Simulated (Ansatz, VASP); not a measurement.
# Pt: VASP beside Ansatz

```xyz
6
Lattice="1.9579 -1.9579 0.0000 1.9579 0.0000 -1.9579 8.1203 8.1203 8.1203" Properties=species:S:1:pos:R:3 pbc="T T T"
Pt    3.2630   -0.6528   -0.6528
Pt    7.1788    7.1788    7.1788
Pt    3.2630    1.3051    1.3051
Pt    7.1788    3.2630    3.2630
Pt    3.2630    3.2630    3.2630
Pt    7.1788    5.2209    5.2209
```

Alike in both runs: task single point; functional PBE; k mesh 19 × 19 × 4; occupations gaussian, width 0.15 eV; no spin polarisation.

```csv
,VASP,Ansatz
version,VASP 6.6.1,Ansatz 0.2.0
potentials or method,"VASP PAW PBE potentials, release 64 (Pt), cutoff 520 eV","scalar-relativistic, plane waves, PAW"
valence electrons in the cell,60,108
```

```csv
,VASP,Ansatz,Ansatz less VASP
gap on the k mesh at the Fermi level (eV),none,none,-
pressure (GPa),5.1,5.6,+0.50
"traceless stress, the component that is largest in VASP (GPa)",-0.79,-0.79,+0.007
rms of the force components (eV/Å),0.492,0.498,+0.0057
```

Atom by atom the forces differ by 0.006 eV/Å (rms over components). A gap of «none» marks a metal or a gap that the smearing closes. With one functional, cell and mesh, what is left measures potentials, basis and numerics. VASP's potentials hold 60 valence electrons a cell and Ansatz's 108, so a difference there can come from the potentials and not from the codes.

Spin-orbit coupling is off throughout.
